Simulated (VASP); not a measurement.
# C (R-3m) in VASP: notebook, part 2 of 3

VASP 6.6.1. Earlier steps stand in the parts before.

**3. Single point, PBEsol**

This run uses another cell than the first one, of 5.54 Å³/atom.

Contents of INCAR:

```
  ALGO = Normal
  EDIFF = 1E-7
  ENCUT = 520
  GGA = PS
  ISIF = 2
  ISMEAR = 0
  LASPH = True
  LCHARG = False
  LREAL = False
  LWAVE = False
  NBANDS = 31
  NELM = 60
  PREC = Accurate
  SIGMA = 0.05
```

Contents of KPOINTS:

```
k-points
0
Gamma
  12 12 12
```

Contents of POSCAR:

```
C
1.0
    1.2283500000      0.7091882032     10.5913333333
   -1.2283500000      0.7091882032     10.5913333333
    0.0000000000     -1.4183764063     10.5913333333
C
10
Direct
    0.0248220069      0.0248220069      0.0248220069
    0.9751779931      0.9751779931      0.9751779931
    0.1086877374      0.1086877374      0.1086877374
    0.8913122626      0.8913122626      0.8913122626
    0.1583652898      0.1583652898      0.1583652898
    0.8416347102      0.8416347102      0.8416347102
    0.3748635523      0.3748635523      0.3748635523
    0.6251364477      0.6251364477      0.6251364477
    0.4253181912      0.4253181912      0.4253181912
    0.5746818088      0.5746818088      0.5746818088
```

Potentials or basis: VASP PAW PBE potentials, release 64 (C).

Launch:

```bash
cat potpaw_PBE.64/C/POTCAR > POTCAR
mpirun -np 1 vasp_std > vasp.out
```

OUTCAR:

```text
EDIFF = 1E-7
   ENCUT = 520
   GGA = PS
   ISIF = 2
   ISMEAR = 0
   LASPH = True
   LREAL = False
   NELM = 60
   PREC = Accurate

 ion  position               nearest neighbor table
   1  0.025  0.025  0.025-   7 1.51   7 1.51   7 1.51   2 1.58
   2  0.975  0.975  0.975-   8 1.51   8 1.51   8 1.51   1 1.58
   3  0.109  0.109  0.109-   9 1.51   9 1.51   9 1.51   5 1.58
   4  0.891  0.891  0.891-  10 1.51  10 1.51  10 1.51   6 1.58
   5  0.158  0.158  0.158-   6 1.51   6 1.51   6 1.51   3 1.58
   6  0.842  0.842  0.842-   5 1.51   5 1.51   5 1.51   4 1.58
   7  0.375  0.375  0.375-   1 1.51   1 1.51   1 1.51   9 1.60
   8  0.625  0.625  0.625-   2 1.51   2 1.51   2 1.51  10 1.60
   9  0.425  0.425  0.425-   3 1.51   3 1.51   3 1.51   7 1.60
  10  0.575  0.575  0.575-   4 1.51   4 1.51   4 1.51   8 1.60

  LATTYP: Found a trigonal (rhomboedric) cell.
 ALAT       =    10.6858847742
 COS(alpha) =     0.9735726703

  Lattice vectors:

 A1 = (   1.2283500000,   0.7091882032,  10.5913333333)
 A2 = (  -1.2283500000,   0.7091882032,  10.5913333333)
 A3 = (   0.0000000000,  -1.4183764063,  10.5913333333)

Analysis of symmetry for initial positions (statically):
=====================================================================
 Subroutine PRICEL returns:
 Original cell was already a primitive cell.

 Routine SETGRP: Setting up the symmetry group for a
 trigonal (rhombohedral) supercell.

 Subroutine GETGRP returns: Found 12 space group operations
 (whereof 12 operations were pure point group operations)
 out of a pool of 12 trial point group operations.

The static configuration has the point symmetry D_3d.

Analysis of symmetry for dynamics (positions and initial velocities):
=====================================================================
 Subroutine PRICEL returns:
 Original cell was already a primitive cell.

 Routine SETGRP: Setting up the symmetry group for a
 trigonal (rhombohedral) supercell.

 Subroutine GETGRP returns: Found 12 space group operations
 (whereof 12 operations were pure point group operations)
 out of a pool of 12 trial point group operations.

The dynamic configuration has the point symmetry D_3d.

 Subroutine INISYM returns: Found 12 space group operations
 (whereof 12 operations are pure point group operations),
 and found     1 'primitive' translations

----------------------------------------------------------------------------------------

                                     Primitive cell

  volume of cell :      55.3587

  direct lattice vectors                    reciprocal lattice vectors
     1.228350000  0.709188203 10.591333333     0.407050108  0.235010489  0.031472273
    -1.228350000  0.709188203 10.591333333    -0.407050108  0.235010489  0.031472273
     0.000000000 -1.418376406 10.591333333     0.000000000 -0.470020979  0.031472273

  length of vectors
    10.685884774 10.685884774 10.685884774     0.471073481  0.471073481  0.471073481

  position of ions in fractional coordinates (direct lattice)
     0.024822007  0.024822007  0.024822007
[... 55 lines left out ...]
  0.333333  0.000000  0.000000      6.000000
  0.416667  0.000000  0.000000      6.000000
[... 16 lines left out ...]
  0.500000  0.166667 -0.000000     12.000000
 -0.416667  0.166667  0.000000     12.000000
 [... further k-points ...]
   k-points           NKPTS =    189   k-points in BZ     NKDIM =    189   number of bands    NBANDS=     31
   number of dos      NEDOS =    301   number of ions     NIONS =     10
   total plane-waves  NPLWV = 512000
   dimension x,y,z NGX =    80 NGY =   80 NGZ =   80
   dimension x,y,z NGXF=   160 NGYF=  160 NGZF=  160
   ions per type =              10
   NGX,Y,Z   is equivalent  to a cutoff of  12.45, 12.45, 12.45 a.u.
   NGXF,Y,Z  is equivalent  to a cutoff of  24.89, 24.89, 24.89 a.u.
 SYSTEM =  unknown system
   PREC   = accura    normal or accurate (medium, high low for compatibility)
   ISTART =      0    job   : 0-new  1-cont  2-samecut
   ICHARG =      2    charge: 1-file 2-atom 10-const
   ISPIN  =      1    spin polarized calculation?
   LNONCOLLINEAR =      F non collinear calculations
   LSORBIT =      F    spin-orbit coupling
   LASPH  =      T    aspherical Exc in radial PAW
   ENCUT  =  520.0 eV  38.22 Ry    6.18 a.u.  19.87 19.87 19.87*2*pi/ulx,y,z
   NELM   =     60;   NELMIN=  2; NELMDL= -5     # of ELM steps
   EDIFF  = 0.1E-06   stopping-criterion for ELM
   LREAL  =      F    real-space projection
   EDIFFG = 0.1E-05   stopping-criterion for IOM
   NSW    =      0    number of steps for IOM
   IBRION =     -1    ionic relax: 0-MD 1-quasi-New 2-CG
   NFREE  =      0    steps in history (QN), initial steepest desc. (CG)
   ISIF   =      2    stress and relaxation
   ISYM   =      2    0-nonsym 1-usesym 2-fastsym
   POTIM  = 0.5000    time-step for ionic-motion
   TEBEG  =    0.0;   TEEND  =   0.0 temperature during run
   PSTRESS=    0.0 pullay stress
   NELECT =      40.0000    total number of electrons
   NUPDOWN=      -1.0000    fix difference up-down
   EMIN   =  10.00;   EMAX   =-10.00  energy-range for DOS
   EFERMI =   0.00;   METHOD = LEGACY
   ISMEAR =     0;   SIGMA  =   0.05  broadening in eV -4-tet -1-fermi 0-gaus
   EFERMI_NEDOS =   21; number of points for ismear=-14 and -15
   IALGO  =     38    algorithm
   IMIX   =      4    mixing-type and parameters
     AMIX     =   0.40;   BMIX     =  1.00
     AMIX_MAG =   1.60;   BMIX_MAG =  1.00
  volume/ion in A,a.u.               =       5.54        37.36
  Fermi-wavevector in a.u.,A,eV,Ry     =   1.469038  2.776079 29.362355  2.158072
  Thomas-Fermi vector in A             =   2.584463
   LORBIT       =      0    0 simple, 1 ext, 2 COOP (PROOUT), +10 PAW based schemes
   GGA     = PS    functional components
   LHFCALC =     F    Hartree Fock is set to
   AEXX    =    0.0000 exact exchange contribution
   IVDW    =     0    specifies the selected vdW correction
   LEPSILON=     F    determine dielectric tensor
   LRPA    =     F    only Hartree local field effects (RPA)
 non-spin polarized calculation
 Gauss-broadening in eV      SIGMA  =   0.05
  energy-cutoff  :      520.00
  volume of cell :       55.36
 maximum number of plane-waves:      1521
   NGX = 39   NGY = 39   NGZ = 39

 number of electron      39.9999999 magnetization

 Free energy of the ion-electron system (eV)
  ---------------------------------------------------
  ext. energy  EPLUGINS =         0.00000000
  ---------------------------------------------------
  free energy    TOTEN  =       -95.85014799 eV

  energy without entropy =      -95.85014799  energy(sigma->0) =      -95.85014799

 E-fermi :  10.4947     XC(G=0): -13.5522

 val. band max:       10.1878081176   @ k =   0.0000   0.0000   0.0000
 cond. band min:      14.4908582038   @ k =   0.0000   0.0000   0.0000
 fundamental gap:      4.3030500861
 Fermi energy:        10.4946638953

 k-point     1 :       0.0000    0.0000    0.0000
  band No.  band energies     occupation
      1     -11.8119      2.00000
      2     -10.8141      2.00000
      3     -10.7332      2.00000
      4      -7.8508      2.00000
      5      -7.8342      2.00000
      6      -1.9493      2.00000
[... 805 lines left out ...]
     30      20.7127      0.00000
     31      21.1165      0.00000

 [... further k-points ...]

------------------------ aborting loop because EDIFF is reached ----------------------------------------

  FORCE on cell =-STRESS in cart. coord.  units (eV):
  Direction    XX          YY          ZZ          XY          YZ          ZX
  --------------------------------------------------------------------------------------
  -------------------------------------------------------------------------------------
  Total        9.6577981      9.6577981    -10.0913886      0.0000000     -0.0000000      0.0000000
  in kB      279.5137547    279.5137547   -292.0626301      0.0000000     -0.0000000      0.0000000
  external PRESSURE =      88.9882931 kB  Pullay stress =       0.0000000 kB

 VOLUME and BASIS-vectors are now :
 -----------------------------------------------------------------------------
  energy-cutoff  :      520.00
  volume of cell :       55.36
      direct lattice vectors                 reciprocal lattice vectors
     1.228350000  0.709188203 10.591333333     0.407050108  0.235010489  0.031472273
    -1.228350000  0.709188203 10.591333333    -0.407050108  0.235010489  0.031472273
     0.000000000 -1.418376406 10.591333333     0.000000000 -0.470020979  0.031472273

 POSITION                                       TOTAL-FORCE (eV/Angst)
 -----------------------------------------------------------------------------------
      0.00000      0.00000      0.78869         0.000000     -0.000000     -0.063354
      0.00000      0.00000     30.98531         0.000000      0.000000      0.063354
      0.00000      0.00000      3.45344         0.000000      0.000000      0.057306
      0.00000      0.00000     28.32056         0.000000     -0.000000     -0.057306
      0.00000      0.00000      5.03190         0.000000     -0.000000     -0.145332
      0.00000      0.00000     26.74210         0.000000      0.000000      0.145332
      0.00000      0.00000     11.91091         0.000000      0.000000      0.120803
      0.00000      0.00000     19.86309         0.000000     -0.000000     -0.120803
      0.00000      0.00000     13.51406         0.000000     -0.000000     -0.124936
      0.00000      0.00000     18.25994         0.000000      0.000000      0.124936
 -----------------------------------------------------------------------------------
    total drift:                                0.000000      0.000000     -0.000000

  FREE ENERGIE OF THE ION-ELECTRON SYSTEM (eV)
  ---------------------------------------------------
  free  energy   TOTEN  =       -95.8501479885 eV

  energy  without entropy=      -95.8501479885  energy(sigma->0) =      -95.85014799
```

It took 36 min on 1 thread of Intel Xeon 6975P-C (Granite Rapids), shared host; peak memory 0.96 GiB.

What came out:

```yaml
Free_energy: -95.8501 eV
Pressure: 8.9 GPa
Largest_force: 0.145 eV/Å
Band_gap_on_the_k_mesh: 4.30 eV
```

Forces on the atoms (eV/Å):
```
C    0.000  0.000 -0.063
C    0.000  0.000  0.063
C    0.000  0.000  0.057
C    0.000  0.000 -0.057
C    0.000  0.000 -0.145
C    0.000  0.000  0.145
C    0.000  0.000  0.121
C    0.000  0.000 -0.121
C    0.000  0.000 -0.125
C    0.000  0.000  0.125
```

Stress tensor (GPa, compression positive):
```
 27.95   0.00   0.00
  0.00  27.95   0.00
  0.00   0.00 -29.21
```

Levels at points of the mesh, in eV from the valence-band top:
```
           k point  band 18  band 19  band 20  band 21  band 22  band 23
(0.00, 0.00, 0.00)    -0.30     0.00     0.00     4.30     5.86     5.86
(0.50, 0.00, 0.00)    -4.48    -3.77    -3.21     5.28     5.31     5.54
(0.50, 0.50, 0.00)    -4.29    -3.61    -3.61     4.72     5.15     5.89
(0.50, 0.50, 0.50)    -0.39    -0.34    -0.34     5.87     5.88     6.27
```

Caveat: the cell stands under pressure; the PAW data sets were made with another functional, which shifts forces and pressure a little.

**4. Single point, PBEsol**

This run uses another cell than the first one, of 5.56 Å³/atom.

Contents of INCAR:

```
SYSTEM = C
PREC = Accurate
ENCUT = 520
EDIFF = 1E-7
ISMEAR = 0
SIGMA = 0.05
LREAL = .FALSE.
LASPH = .TRUE.
NELM = 60
ALGO = Normal
ISIF = 2
LWAVE = .FALSE.
LCHARG = .FALSE.
GGA = PS
NBANDS = 31
```

Contents of KPOINTS:

```
regular mesh
0
G
  12 12 12
  0 0 0
```

POSCAR: that of step 3 with these lines changed.

```diff
@@ -2,5 +2,5 @@
 1.0
-    1.2283500000      0.7091882032     10.5913333333
-   -1.2283500000      0.7091882032     10.5913333333
-    0.0000000000     -1.4183764063     10.5913333333
+    1.2158000000      0.7019424573     10.8664000000
+   -1.2158000000      0.7019424573     10.8664000000
+    0.0000000000     -1.4038849146     10.8664000000
 C
```

Potentials or basis: VASP PAW PBE potentials, release 64 (C).

Launch:

```bash
cat potpaw_PBE.64/C/POTCAR > POTCAR
mpirun -np 1 vasp_std > vasp.out
```

OUTCAR:

```text
SYSTEM = C
   PREC = Accurate
   ENCUT = 520
   EDIFF = 1E-7
   ISMEAR = 0
   LREAL = .FALSE.
   LASPH = .TRUE.
   NELM = 60
   ISIF = 2
   GGA = PS

 ion  position               nearest neighbor table
   1  0.025  0.025  0.025-   7 1.51   7 1.51   7 1.51   2 1.62
   2  0.975  0.975  0.975-   8 1.51   8 1.51   8 1.51   1 1.62
   3  0.109  0.109  0.109-   9 1.51   9 1.51   9 1.51   5 1.62
   4  0.891  0.891  0.891-  10 1.51  10 1.51  10 1.51   6 1.62
   5  0.158  0.158  0.158-   6 1.50   6 1.50   6 1.50   3 1.62
   6  0.842  0.842  0.842-   5 1.50   5 1.50   5 1.50   4 1.62
[... 1038 lines left out ...]
  in kB      415.5130228    415.5130228   -559.9314044     -0.0000000     -0.0000000     -0.0000000
  external PRESSURE =      90.3648804 kB  Pullay stress =       0.0000000 kB

 VOLUME and BASIS-vectors are now :
 -----------------------------------------------------------------------------
  energy-cutoff  :      520.00
  volume of cell :       55.64
      direct lattice vectors                 reciprocal lattice vectors
     1.215800000  0.701942457 10.866400000     0.411251851  0.237436367  0.030675599
    -1.215800000  0.701942457 10.866400000    -0.411251851  0.237436367  0.030675599
     0.000000000 -1.403884915 10.866400000     0.000000000 -0.474872733  0.030675599

 POSITION                                       TOTAL-FORCE (eV/Angst)
 -----------------------------------------------------------------------------------
      0.00000      0.00000      0.80918         0.000000      0.000000      0.058828
      0.00000      0.00000     31.79002         0.000000     -0.000000     -0.058828
      0.00000      0.00000      3.54313         0.000000      0.000000     -0.068896
      0.00000      0.00000     29.05607         0.000000     -0.000000      0.068896
      0.00000      0.00000      5.16258         0.000000     -0.000000     -0.066540
      0.00000      0.00000     27.43662         0.000000     -0.000000      0.066540
      0.00000      0.00000     12.22025         0.000000     -0.000000      0.010608
      0.00000      0.00000     20.37895         0.000000     -0.000000     -0.010608
      0.00000      0.00000     13.86503         0.000000     -0.000000     -0.017839
      0.00000      0.00000     18.73417         0.000000     -0.000000      0.017839
 -----------------------------------------------------------------------------------
    total drift:                                0.000000      0.000000     -0.000000

  FREE ENERGIE OF THE ION-ELECTRON SYSTEM (eV)
  ---------------------------------------------------
  free  energy   TOTEN  =       -95.2226676739 eV

  energy  without entropy=      -95.2226676739  energy(sigma->0) =      -95.22266767
```

OSZICAR:

```text
N       E                     dE             d eps       ncg     rms          rms(c)
DAV:   1     0.885811839502E+02    0.88581E+02   -0.21445E+04 11718   0.126E+03
DAV:   2    -0.920294767240E+02   -0.18061E+03   -0.17165E+03 14998   0.242E+02
DAV:   3    -0.988241635610E+02   -0.67947E+01   -0.67551E+01 15596   0.434E+01
DAV:   4    -0.988836715474E+02   -0.59508E-01   -0.59398E-01 15936   0.431E+00
DAV:   5    -0.988844923117E+02   -0.82076E-03   -0.82040E-03 15643   0.454E-01    0.130E+01
DAV:   6    -0.961550406950E+02    0.27295E+01   -0.18206E+00 13911   0.678E+00    0.762E+00
DAV:   7    -0.952242337136E+02    0.93081E+00   -0.23131E+00 13956   0.781E+00    0.150E+00
DAV:   8    -0.952225460498E+02    0.16877E-02   -0.83581E-02 14626   0.151E+00    0.101E-01
DAV:   9    -0.952226223623E+02   -0.76313E-04   -0.73224E-04 15897   0.168E-01    0.501E-02
DAV:  10    -0.952226641816E+02   -0.41819E-04   -0.51306E-05 14818   0.418E-02    0.132E-02
DAV:  11    -0.952226674959E+02   -0.33143E-05   -0.33347E-06 15326   0.116E-02    0.279E-03
DAV:  12    -0.952226677176E+02   -0.22165E-06   -0.22317E-07 12993   0.286E-03    0.114E-03
DAV:  13    -0.952226676739E+02    0.43701E-07   -0.51325E-08  9655   0.154E-03
   1 F= -.95222668E+02 E0= -.95222668E+02  d E =-.139783E-15
```

stdout:

```text
POSCAR found type information on POSCAR C
 POSCAR found :  1 types and      10 ions
 scaLAPACK will be used
 -----------------------------------------------------------------------------
|                                                                             |
|                                                                             |
|     You enforced a specific xc type in the INCAR file but a different       |
|     I HOPE YOU KNOW WHAT YOU ARE DOING!                                     |
|                                                                             |
 -----------------------------------------------------------------------------

 LDA part: xc-table for (Slater+PW92), standard interpolation
 POSCAR, INCAR and KPOINTS ok, starting setup
 FFT: planning ... GRIDC
 FFT: planning ... GRID_SOFT
 FFT: planning ... GRID
 WAVECAR not read
 entering main loop
```

It took 63 min on 1 thread of Intel Xeon 6975P-C (Granite Rapids), shared host; peak memory 1.1 GiB.

What came out:

* Free energy: -95.2227 eV
* Pressure: 9.0 GPa
* Largest force: 0.069 eV/Å
* Band gap on the k mesh: 3.28 eV

Forces on the atoms (eV/Å):
```
C    0.000  0.000  0.059
C    0.000  0.000 -0.059
C    0.000  0.000 -0.069
C    0.000  0.000  0.069
C    0.000  0.000 -0.067
C    0.000  0.000  0.067
C    0.000  0.000  0.011
C    0.000  0.000 -0.011
C    0.000  0.000 -0.018
C    0.000  0.000  0.018
```

Caveat: the cell stands under pressure; the PAW data sets were made with another functional, which shifts forces and pressure a little. A k mesh can miss the band edges.

**5. Single point, PBEsol**

This run uses another cell than the first one, of 5.57 Å³/atom.

Contents of INCAR:

```
PREC = Accurate
ENCUT = 520
EDIFF = 1E-7
ISMEAR = 0
SIGMA = 0.05
LREAL = False
LASPH = True
NELM = 80
ALGO = Normal
ISIF = 2
LWAVE = False
LCHARG = False
GGA = PS
NBANDS = 31
```

Contents of KPOINTS:

```
regular mesh
0
Gamma
  12 12 12
```

POSCAR: that of step 4 with these lines changed.

```diff
@@ -2,5 +2,5 @@
 1.0
-    1.2158000000      0.7019424573     10.8664000000
-   -1.2158000000      0.7019424573     10.8664000000
-    0.0000000000     -1.4038849146     10.8664000000
+    1.2659500000      0.7308965733     10.0411333333
+   -1.2659500000      0.7308965733     10.0411333333
+    0.0000000000     -1.4617931466     10.0411333333
 C
```

Launch:

```bash
cat potpaw_PBE.64/C/POTCAR > POTCAR
mpirun -np 1 vasp_std > vasp.out
```

Run time: 39 min. Hardware: 1 thread of Intel Xeon 6975P-C (Granite Rapids), shared host; peak memory 1 GiB.

It converged, with:

```
Free energy            : -95.9727 eV
Pressure               : 5.3 GPa
Largest force          : 0.286 eV/Å
Band gap on the k mesh : 3.99 eV (least direct gap 4.90 eV)
```

Forces on the atoms (eV/Å):
```
C    0.000  0.000  0.188
C    0.000  0.000 -0.188
C    0.000  0.000 -0.181
C    0.000  0.000  0.181
C    0.000  0.000  0.286
C    0.000  0.000 -0.286
C    0.000  0.000 -0.245
C    0.000  0.000  0.245
C    0.000  0.000  0.248
C    0.000  0.000 -0.248
```

Stress tensor (GPa, compression positive):
```
-10.55   0.00   0.00
  0.00 -10.55   0.00
  0.00   0.00  37.06
```

Levels at points of the mesh, in eV from the valence-band top:
```tsv
k point	band 17	band 18	band 19	band 20	band 21	band 22	band 23	band 24
(0.00, 0.00, 0.00)	-1.53	-0.24	0.00	0.00	4.90	4.90	6.26	6.51
(0.50, 0.00, 0.00)	-4.64	-4.58	-3.59	-2.84	4.23	4.25	6.18	6.31
(0.50, 0.50, 0.00)	-4.20	-4.15	-3.42	-3.40	3.99	4.98	5.06	5.90
(0.50, 0.50, 0.50)	-0.57	-0.57	-0.52	-0.52	5.48	5.48	5.60	5.60
```

Caveat: the cell stands under pressure; the PAW data sets were made with another functional, which shifts forces and pressure a little. Expect the measured gap to be larger: semilocal functionals such as PBEsol lack the derivative discontinuity.

[end of part 2 of 3]
